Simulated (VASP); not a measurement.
# LiH in VASP: further runs, part 2 of 2

VASP 6.6.1. The steps go on from the part before.

## Step 4: Single point, HSE06 (strain +4.0%)

Contents of POSCAR:

```
LiH
1.0
    0.0000000000      2.2309268903      2.2309268903
    2.2309268903      0.0000000000      2.2309268903
    2.2309268903      2.2309268903      0.0000000000
Li H
1 1
Direct
    0.0000000000      0.0000000000      0.0000000000
    0.2500000000      0.2500000000      0.2500000000
```

Contents of INCAR.step1:

```
SYSTEM = LiH
PREC     = Accurate       ! precision mode
ENCUT    = 520            ! plane-wave cutoff, eV
EDIFF    = 1E-5           ! SCF threshold, eV
ISMEAR   = 0              ! smearing method
SIGMA    = 0.01           ! smearing width, eV
LREAL    = .False.        ! projectors in reciprocal space
LASPH    = .True.         ! aspherical terms in the spheres
NELM     = 100            ! most SCF steps
ALGO     = Normal         ! electronic algorithm
ISIF     = 2              ! what is computed and relaxed
LWAVE    = .True.         ! write WAVECAR
GGA      = PE             ! functional
NBANDS   = 9              ! bands
```

Contents of INCAR.step2:

```
SYSTEM = LiH
PREC     = Accurate       ! precision mode
ENCUT    = 520            ! plane-wave cutoff, eV
EDIFF    = 1E-7           ! SCF threshold, eV
ISMEAR   = 0              ! smearing method
SIGMA    = 0.01           ! smearing width, eV
LREAL    = .False.        ! projectors in reciprocal space
LASPH    = .True.         ! aspherical terms in the spheres
NELM     = 100            ! most SCF steps
ALGO     = Normal         ! electronic algorithm
ISIF     = 2              ! what is computed and relaxed
LWAVE    = .False.        ! write WAVECAR
LCHARG   = .True.         ! write CHGCAR
GGA      = PE             ! functional
LHFCALC  = .True.         ! exact exchange
HFSCREEN = 0.2079         ! screening, 1/A
PRECFOCK = Normal       
LELF     = .True.         ! ELF
LVHAR    = .True.       
ISTART   = 1            
NBANDS   = 9              ! bands
```

Contents of KPOINTS:

```
regular mesh
0
Gamma
  8 8 8
  0 0 0
```

Potentials or basis: VASP PAW PBE potentials, release 64 (Li_sv, H).

On the command line:

```console
$ cat potpaw_PBE.64/Li_sv/POTCAR potpaw_PBE.64/H/POTCAR > POTCAR
$ cp INCAR.step1 INCAR
$ mpirun -np 1 vasp_std > vasp.out
$ cp INCAR.step2 INCAR
$ mpirun -np 1 vasp_std > vasp.out
```

OUTCAR:

```text
SYSTEM = LiH
   PREC = Accurate
   ENCUT = 520
   EDIFF = 1E-7
   ISMEAR = 0
   LREAL = .False.
   LASPH = .True.
   NELM = 100
   ISIF = 2
   GGA = PE
   LHFCALC = .True.
   HFSCREEN = 0.2079
   PRECFOCK = Normal
   ISTART = 1

 ion  position               nearest neighbor table
   1  0.000  0.000  0.000-
   2  0.250  0.250  0.250-

  LATTYP: Found a face centered cubic cell.
 ALAT       =     4.4618537806

  Lattice vectors:

 A1 = (   0.0000000000,   2.2309268903,   2.2309268903)
 A2 = (   2.2309268903,   0.0000000000,   2.2309268903)
 A3 = (   2.2309268903,   2.2309268903,   0.0000000000)

Analysis of symmetry for initial positions (statically):
=====================================================================
 Subroutine PRICEL returns:
 Original cell was already a primitive cell.

 Routine SETGRP: Setting up the symmetry group for a
 face centered cubic supercell.

 Subroutine GETGRP returns: Found 24 space group operations
 (whereof 24 operations were pure point group operations)
 out of a pool of 48 trial point group operations.

The static configuration has the point symmetry T_d .

Analysis of symmetry for dynamics (positions and initial velocities):
=====================================================================
 Subroutine PRICEL returns:
 Original cell was already a primitive cell.

 Routine SETGRP: Setting up the symmetry group for a
 face centered cubic supercell.

 Subroutine GETGRP returns: Found 24 space group operations
 (whereof 24 operations were pure point group operations)
 out of a pool of 48 trial point group operations.

The dynamic configuration has the point symmetry T_d .

 Subroutine INISYM returns: Found 24 space group operations
 (whereof 24 operations are pure point group operations),
 and found     1 'primitive' translations

----------------------------------------------------------------------------------------

                                     Primitive cell

  volume of cell :      22.2068

  direct lattice vectors                    reciprocal lattice vectors
     0.000000000  2.230926890  2.230926890    -0.224122091  0.224122091  0.224122091
     2.230926890  0.000000000  2.230926890     0.224122091 -0.224122091  0.224122091
     2.230926890  2.230926890  0.000000000     0.224122091  0.224122091 -0.224122091

  length of vectors
     3.155007065  3.155007065  3.155007065     0.388190849  0.388190849  0.388190849

  position of ions in fractional coordinates (direct lattice)
     0.000000000  0.000000000  0.000000000
     0.250000000  0.250000000  0.250000000

  ion indices of the primitive-cell ions
   primitive index   ion index
                 1           1
                 2           2

----------------------------------------------------------------------------------------

 KPOINTS: regular mesh

Automatic generation of k-mesh.
 Grid dimensions read from file:
 generate k-points for:    8    8    8

 Generating k-lattice:

  Cartesian coordinates                     Fractional coordinates (reciprocal lattice)
    -0.028015261  0.028015261  0.028015261     0.125000000  0.000000000  0.000000000
     0.028015261 -0.028015261  0.028015261     0.000000000  0.125000000  0.000000000
     0.028015261  0.028015261 -0.028015261     0.000000000  0.000000000  0.125000000

  Length of vectors
     0.048523856  0.048523856  0.048523856

  Shift w.r.t. Gamma in fractional coordinates (k-lattice)
     0.000000000  0.000000000  0.000000000

 Subroutine IBZKPT returns following result:
 ===========================================

 Found     29 irreducible k-points:

 Following reciprocal coordinates:
            Coordinates               Weight
  0.000000  0.000000  0.000000      1.000000
  0.125000  0.000000  0.000000      8.000000
  0.250000  0.000000  0.000000      8.000000
  0.375000  0.000000  0.000000      8.000000
  0.500000  0.000000  0.000000      4.000000
  0.125000  0.125000  0.000000      6.000000
[... 16 lines left out ...]
  0.500000  0.250000  0.125000     48.000000
 -0.375000  0.250000  0.125000     24.000000
 [... further k-points ...]
   k-points           NKPTS =     29   k-points in BZ     NKDIM =    512   number of bands    NBANDS=      9
   number of dos      NEDOS =    301   number of ions     NIONS =      2
   total plane-waves  NPLWV =  13824
   dimension x,y,z NGX =    24 NGY =   24 NGZ =   24
   dimension x,y,z NGXF=    48 NGYF=   48 NGZF=   48
   ions per type =               1   1
   NGX,Y,Z   is equivalent  to a cutoff of  12.65, 12.65, 12.65 a.u.
   NGXF,Y,Z  is equivalent  to a cutoff of  25.29, 25.29, 25.29 a.u.
 SYSTEM =  LiH
   PREC   = accura    normal or accurate (medium, high low for compatibility)
   ISTART =      1    job   : 0-new  1-cont  2-samecut
   ICHARG =      0    charge: 1-file 2-atom 10-const
   ISPIN  =      1    spin polarized calculation?
   LNONCOLLINEAR =      F non collinear calculations
   LSORBIT =      F    spin-orbit coupling
   LASPH  =      T    aspherical Exc in radial PAW
   ENCUT  =  520.0 eV  38.22 Ry    6.18 a.u.   5.87  5.87  5.87*2*pi/ulx,y,z
   NELM   =    100;   NELMIN=  2; NELMDL=  0     # of ELM steps
   EDIFF  = 0.1E-06   stopping-criterion for ELM
   LREAL  =      F    real-space projection
   EDIFFG = 0.1E-05   stopping-criterion for IOM
   NSW    =      0    number of steps for IOM
   IBRION =     -1    ionic relax: 0-MD 1-quasi-New 2-CG
   NFREE  =      0    steps in history (QN), initial steepest desc. (CG)
   ISIF   =      2    stress and relaxation
   ISYM   =      3    0-nonsym 1-usesym 2-fastsym
   POTIM  = 0.5000    time-step for ionic-motion
   TEBEG  =    0.0;   TEEND  =   0.0 temperature during run
   PSTRESS=    0.0 pullay stress
   NELECT =       4.0000    total number of electrons
   NUPDOWN=      -1.0000    fix difference up-down
   EMIN   =  10.00;   EMAX   =-10.00  energy-range for DOS
   EFERMI =   0.00;   METHOD = LEGACY
   ISMEAR =     0;   SIGMA  =   0.01  broadening in eV -4-tet -1-fermi 0-gaus
   EFERMI_NEDOS =   21; number of points for ismear=-14 and -15
   IALGO  =     38    algorithm
   IMIX   =      1    mixing-type and parameters
     AMIX     =   0.40;   BMIX     =  1.00
     AMIX_MAG =   1.60;   BMIX_MAG =  1.00
  volume/ion in A,a.u.               =      11.10        74.93
  Fermi-wavevector in a.u.,A,eV,Ry     =   0.924555  1.747156 11.630290  0.854802
  Thomas-Fermi vector in A             =   2.050314
   LORBIT       =      0    0 simple, 1 ext, 2 COOP (PROOUT), +10 PAW based schemes
   GGA     = PE    functional components
   LHFCALC =     T    Hartree Fock is set to
   PRECFOCK=normal    Normal, Fast or Accurate (Low or Medium for compatibility)
   ENCUT4O =  -1.0   cutoff for four orbital integrals eV
   NKREDX  =     1    reduce k-point grid by
   NKREDY  =     1    reduce k-point grid by
   NKREDZ  =     1    reduce k-point grid by
   AEXX    =    0.2500 exact exchange contribution
   HFSCREEN=    0.2079 screening length (either q_TF or 0.3 A-1)
   HFSCREENC=   0.2079 screening length for correlation (either q_TF or 0.3 A-1)
   ENCUTFOCK=  -1.0 apply spherical cutoff to Coloumb kernel
   IVDW    =     0    specifies the selected vdW correction
   LEPSILON=     F    determine dielectric tensor
   LRPA    =     F    only Hartree local field effects (RPA)
 non-spin polarized calculation
 Gauss-broadening in eV      SIGMA  =   0.01
  energy-cutoff  :      520.00
  volume of cell :       22.21
 maximum number of plane-waves:       610
  NGX = 18; NGY = 18; NGZ = 18

 number of electron       4.0000011 magnetization

 Free energy of the ion-electron system (eV)
  ---------------------------------------------------
  ext. energy  EPLUGINS =         0.00000000
  ---------------------------------------------------
  free energy    TOTEN  =        -6.65678063 eV

  energy without entropy =       -6.65678063  energy(sigma->0) =       -6.65678063

 E-fermi :  -2.6123     XC(G=0):  -6.2020

 val. band max:       -2.7285575183   @ k =  -0.2500   0.5000   0.2500
 cond. band min:       2.3308276974   @ k =   0.5000   0.0000   0.0000
 fundamental gap:      5.0593852157
 Fermi energy:        -2.6122667067

 k-point     1 :       0.0000    0.0000    0.0000
  band No.  band energies     occupation
      1     -49.2708      2.00000
      2      -6.5596      2.00000
      3      10.8190      0.00000
      4      14.9270      0.00000
      5      14.9270      0.00000
      6      14.9270      0.00000
      7      17.3743      0.00000
      8      17.3743      0.00000
      9      17.3743      0.00000
[... 265 lines left out ...]
 k-point    24 :      -0.3750    0.2500    0.1250
  band No.  band energies     occupation
      1     -49.2517      2.00000
      2      -3.3032      2.00000
      3       2.9029      0.00000
      4       8.6232      0.00000
      5      10.2572      0.00000
      6      14.2463      0.00000
      7      17.4904      0.00000
      8      20.6020      0.00000
      9      22.6644      0.00000

 [... further k-points ...]
[... 5 lines left out ...]
  --------------------------------------------------------------------------------------
  -------------------------------------------------------------------------------------
  Total       -0.4207400     -0.4207400     -0.4207400     -0.0000000     -0.0000000      0.0000000
  in kB      -30.3555679    -30.3555679    -30.3555679     -0.0000000     -0.0000000      0.0000000
  external PRESSURE =     -30.3555679 kB  Pullay stress =       0.0000000 kB

 VOLUME and BASIS-vectors are now :
 -----------------------------------------------------------------------------
  energy-cutoff  :      520.00
  volume of cell :       22.21
      direct lattice vectors                 reciprocal lattice vectors
     0.000000000  2.230926890  2.230926890    -0.224122091  0.224122091  0.224122091
     2.230926890  0.000000000  2.230926890     0.224122091 -0.224122091  0.224122091
     2.230926890  2.230926890  0.000000000     0.224122091  0.224122091 -0.224122091

 POSITION                                       TOTAL-FORCE (eV/Angst)
 -----------------------------------------------------------------------------------
      0.00000      0.00000      0.00000        -0.000000     -0.000000      0.000000
      1.11546      1.11546      1.11546         0.000000      0.000000      0.000000
 -----------------------------------------------------------------------------------
    total drift:                                0.000003     -0.000001      0.000001

  FREE ENERGIE OF THE ION-ELECTRON SYSTEM (eV)
  ---------------------------------------------------
  free  energy   TOTEN  =        -6.6567806295 eV

  energy  without entropy=       -6.6567806295  energy(sigma->0) =       -6.65678063
```

Run time: 4.7 min. Hardware: 1 thread of Intel Xeon 6975P-C (Granite Rapids), shared host; peak memory 0.25 GiB.

What came out:

| Property | Result |
| --- | --- |
| Free energy | -6.6568 eV |
| Band gap on the k mesh | 5.06 eV, indirect (least direct gap 6.11 eV) |

Caveat: the cell differs from its parent crystal (strain +4.0%); the cutoff is under 1.25 times the usual one of these potentials, so pressure, stress and relaxed cells hold a basis-set (Pulay) error; the PAW data sets were made with another functional, which shifts forces and pressure a little.

## Step 5: Summary

| level | cell | k mesh | grid for exact exchange (PRECFOCK) | screening parameter | gap on the mesh (eV) |
| --- | --- | --- | --- | --- | --- |
| r2SCAN | a = 3.052 Å, angles 61.6°, 2 atoms | 10 × 10 × 10 | - | - | 4.69 |
| HSE06 | a = 3.034 Å, angles 60.0°, 2 atoms | 8 × 8 × 8 | Normal | 0.2079 1/Å | 5.25 |
| HSE06 | a = 3.155 Å, angles 60.0°, 2 atoms | 8 × 8 × 8 | Normal | 0.2079 1/Å | 5.06 |

Alike in all rows: task single point; potentials or basis VASP PAW PBE potentials, release 64 (Li_sv, H); no spin polarisation; cutoff (eV) 520; smearing gaussian 0.01 eV.

Caveats: the cutoff is under 1.25 times the usual one of these potentials, so pressure, stress and relaxed cells hold a basis-set (Pulay) error; the PAW data sets were made with another functional, which shifts forces and pressure a little.

Absolute energies hang on the potentials; compare differences alone.
